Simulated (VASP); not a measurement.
Set up this calculation in VASP 6.6.1, as the native input.

```yaml
Task: single point
Functional: r2SCAN
Potentials_or_basis: VASP PAW PBE potentials, release 64 (Pt)
Cutoff: 520 eV
k_mesh: 22 × 22 × 22
Occupations: gaussian, width 0.15 eV
Spin: no spin polarisation
Dipole_correction: no
Further_INCAR_settings: ALGO = Normal; EDIFF = 1e-06; NBANDS = 11
```

The system is Pt.

```
CELL_PARAMETERS angstrom
-1.58422 1.59412 1.59412
1.58422 -1.57432 1.57432
1.58422 1.57432 -1.57432
ATOMIC_POSITIONS crystal
Pt 0.00000 0.00000 0.00000
```

This cell differs from its parent crystal: strain +0.0125 x Voigt [0, 0, 0, 1, 0, 0].

One way to write it, as run:

POSCAR

```
Pt
1.0
   -1.5842200000      1.5941213750      1.5941213750
    1.5842200000     -1.5743186250      1.5743186250
    1.5842200000      1.5743186250     -1.5743186250
Pt
1
Direct
    0.0000000000      0.0000000000      0.0000000000
```

INCAR.step1

```
  ALGO = Normal
  EDIFF = 1E-4
  ENCUT = 520
  GGA = PE
  ISMEAR = 0
  LASPH = True
  LCHARG = False
  LREAL = False
  LWAVE = True
  NBANDS = 11
  NELM = 80
  PREC = Accurate
  SIGMA = 0.15
```

INCAR.step2

```
  ALGO = Normal
  EDIFF = 1E-6
  ENCUT = 520
  ISIF = 2
  ISMEAR = 0
  ISTART = 1
  LASPH = True
  LCHARG = False
  LMIXTAU = True
  LREAL = False
  LWAVE = False
  METAGGA = R2SCAN
  NBANDS = 11
  NELM = 80
  PREC = Accurate
  SIGMA = 0.15
```

KPOINTS

```
k-points
0
Gamma
  22 22 22
```

Potentials or basis: VASP PAW PBE potentials, release 64 (Pt).

The run is started by

```bash
$ cat potpaw_PBE.64/Pt/POTCAR > POTCAR
$ cp INCAR.step1 INCAR
$ mpirun -np 1 vasp_std > vasp.out
$ cp INCAR.step2 INCAR
$ mpirun -np 1 vasp_std > vasp.out
```

It gave:

The pressure is -5.9 GPa and the band gap on the k mesh is zero (band 5 reaches 10.94 eV, above the bottom of band 6 at 8.60 eV).

Caveat: the cell differs from its parent crystal (strain +0.0125 x Voigt [0, 0, 0, 1, 0, 0]); the PAW data sets were made with another functional, which shifts forces and pressure a little; spin-orbit coupling is left out, which moves the levels of the heavy elements.

It took 12 min on 1 thread of Oxide Virtual Turin-like Processor, with other jobs on the host, peak memory 0.33 GiB.
